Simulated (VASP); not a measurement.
CaO, 4 atoms in the cell. The structure is hexagonal, space group P6_3/mmc (No. 194). Conventional cell: a = 4.059 Å, b = 4.059 Å, c = 4.864 Å, α = 90.00°, β = 90.00°, γ = 120.00°. Ca (site symmetry -6m2) has 5 O at 2.34 to 2.43 Å within 3.1 Å. Within 3.1 Å of O (site symmetry -6m2) lie 5 Ca at 2.34 to 2.43 Å. 

- Program: VASP 6.6.1
- Task: single point
- Functional: r2SCAN
- Potentials or basis: VASP PAW PBE potentials, release 64 (Ca_sv, O)
- Cutoff: 520 eV
- k mesh: 6 × 6 × 4
- Occupations: gaussian, width 0.01 eV
- Spin: no spin polarisation
- Dipole correction: no
- Further INCAR settings: ALGO = Normal; EDIFF = 1e-06; NBANDS = 24

Potentials or basis: VASP PAW PBE potentials, release 64 (Ca_sv, O).

Launch:

```console
$ cat potpaw_PBE.64/Ca_sv/POTCAR potpaw_PBE.64/O/POTCAR > POTCAR
$ cp INCAR.step1 INCAR
$ mpirun -np 1 vasp_std > vasp.out
$ cp INCAR.step2 INCAR
$ mpirun -np 1 vasp_std > vasp.out
```

Hardware: 1 thread of Intel(R) Xeon(R) 6975P-C (Granite Rapids), on a shared host.

Q: How long does it take, and how much memory?

A: Run time: 62 s on 1 thread of Intel(R) Xeon(R) 6975P-C (Granite Rapids) (shared host), peak memory 0.2 GiB. Counts: k points 21.
